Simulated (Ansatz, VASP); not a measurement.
## Mn3Ag: VASP beside Ansatz

Contents of POSCAR:

```
Mn3Ag
1.0
    0.0000000000      3.1142110438      3.1142110438
    3.1142110438      0.0000000000      3.1142110438
    3.1142110438      3.1142110438      0.0000000000
Mn Ag
3 1
Direct
    0.2500000000      0.2500000000      0.2500000000
    0.7500000000      0.7500000000      0.7500000000
    0.5000000000      0.5000000000      0.5000000000
    0.0000000000      0.0000000000      0.0000000000
```

Contents of INCAR.step1:

```
PREC     = Accurate       # precision mode
ENCUT    = 520            # plane-wave cutoff, eV
ISMEAR   = 0              # smearing method
SIGMA    = 0.1            # smearing width, eV
LREAL    = False          # projectors in reciprocal space
LASPH    = True           # aspherical terms in the spheres
NELM     = 150            # most SCF steps
ISPIN    = 2              # spin polarisation
MAGMOM   = 4 4 -4 0       # initial moments
LMAXMIX  = 4              # l up to which the mixer works
NBANDS   = 37             # bands
GGA      = PE             # functional
ALGO     = Normal         # electronic algorithm
EDIFF    = 1E-4           # SCF threshold, eV
LWAVE    = True           # write WAVECAR
LCHARG   = False          # write CHGCAR
```

File INCAR.step2:

```
PREC     = Accurate       # precision mode
ENCUT    = 520            # plane-wave cutoff, eV
EDIFF    = 1E-7           # SCF threshold, eV
ISMEAR   = 0              # smearing method
SIGMA    = 0.1            # smearing width, eV
LREAL    = False          # projectors in reciprocal space
LASPH    = True           # aspherical terms in the spheres
NELM     = 150            # most SCF steps
ALGO     = Normal         # electronic algorithm
ISIF     = 2              # what is computed and relaxed
LWAVE    = False          # write WAVECAR
LCHARG   = True           # write CHGCAR
ISPIN    = 2              # spin polarisation
MAGMOM   = 4 4 -4 0       # initial moments
LORBIT   = 11             # projections on sites
LMAXMIX  = 4              # l up to which the mixer works
METAGGA  = R2SCAN         # meta-GGA
LMIXTAU  = True         
LELF     = True           # ELF
LVHAR    = True         
NBANDS   = 37             # bands
ISTART   = 1
```

File KPOINTS:

```
Automatic mesh
0
Gamma
  12 12 12
```

Input for Ansatz:

```yaml
crystal:
  lattice:
    - [0.0, 3.1142110438, 3.1142110438]
    - [3.1142110438, 0.0, 3.1142110438]
    - [3.1142110438, 3.1142110438, 0.0]
  atoms:
    - { symbol: Mn, position: [0.25, 0.25, 0.25], spin: 4.0 }
    - { symbol: Mn, position: [0.75, 0.75, 0.75], spin: 4.0 }
    - { symbol: Mn, position: [0.5, 0.5, 0.5], spin: -4.0 }
    - { symbol: Ag, position: [0.0, 0.0, 0.0] }
basis:
  ecutwfc: 500
kpoints:
  mp_grid: { grid: [12, 12, 12] }
hamiltonian:
  xc: r2scan
scf:
  occupations: { method: gaussian, width: 0.1 }
  lower_state_search: "off"
output:
  forces: true
  stress: true
  eigenvalues: true
  populations: true
magnetization:
  spin_polarized: true
```

Alike in both runs: task single point; functional r2SCAN; k mesh 12 × 12 × 12; occupations gaussian, width 0.1 eV; collinear spin.

|  | VASP | Ansatz |
| --- | --- | --- |
| version | VASP 6.6.1 | Ansatz 0.2.0 |
| potentials or method | VASP PAW PBE potentials, release 64 (Mn_pv, Ag), cutoff 520 eV | scalar-relativistic, plane waves, PAW |
| valence electrons in the cell | 50 | 64 |

|  | VASP | Ansatz | Ansatz less VASP |
| --- | --- | --- | --- |
| gap on the k mesh at the Fermi level (eV) | none | none | - |
| pressure (GPa) | 5.1 | 4.9 | -0.15 |
| net moment per atom (μB) | 1.05 | 1.05 | -0.001 |
| size of the moment on the site where the two differ most (μB) | 0.04 | 0.06 | +0.023 |

VASP's potentials were made for PBE, not for r2SCAN. Site moments also hang on the region over which each program counts them. A gap of «none» marks a metal or a gap that the smearing closes. VASP's potentials hold 50 valence electrons a cell and Ansatz's 64, so a difference there can come from the potentials and not from the codes. Ansatz's warnings: stability check not made.
